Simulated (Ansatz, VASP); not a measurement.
ZrB2W3: VASP beside Ansatz

```
Zr B W
1.0
     3.02684   -4.62536    0.00000
     3.02684    4.62536    0.00000
     0.00000    0.00000    3.07111
Zr B W
1 2 3
Direct
  0.50000 0.50000 0.00000
  0.23826 0.76174 0.00000
  0.76174 0.23826 0.00000
  0.00000 0.00000 0.00000
  0.50000 0.00000 0.50000
  0.00000 0.50000 0.50000
```

Change from the starting cell: species swapped into the NaH2Pd3 type (Cmmm, No. 65).

Alike in both runs: functional PBE; k mesh 8 × 8 × 12; occupations gaussian, width 0.1 eV; no spin polarisation.

Ansatz relaxed the structure, and its values are those at the end. VASP's run is a single point on that final structure, the one shown.

|  | VASP | Ansatz |
| --- | --- | --- |
| version | VASP 6.6.1 | Ansatz 0.2.0 |
| potentials or method | VASP PAW PBE potentials, release 64 (Zr_sv, B, W_sv), cutoff 520 eV | scalar-relativistic, plane waves, PAW |
| valence electrons in the cell | 60 | 60 |

|  | VASP | Ansatz | Ansatz less VASP |
| --- | --- | --- | --- |
| gap on the k mesh at the Fermi level (eV) | none | none | - |
| pressure (GPa) | 0.2 | 0.0 | -0.24 |
| rms of the force components (eV/Å) | 0.003 | 0.002 | -0.0011 |

A gap of «none» marks a metal or a gap that the smearing closes.

Spin-orbit coupling is off throughout.
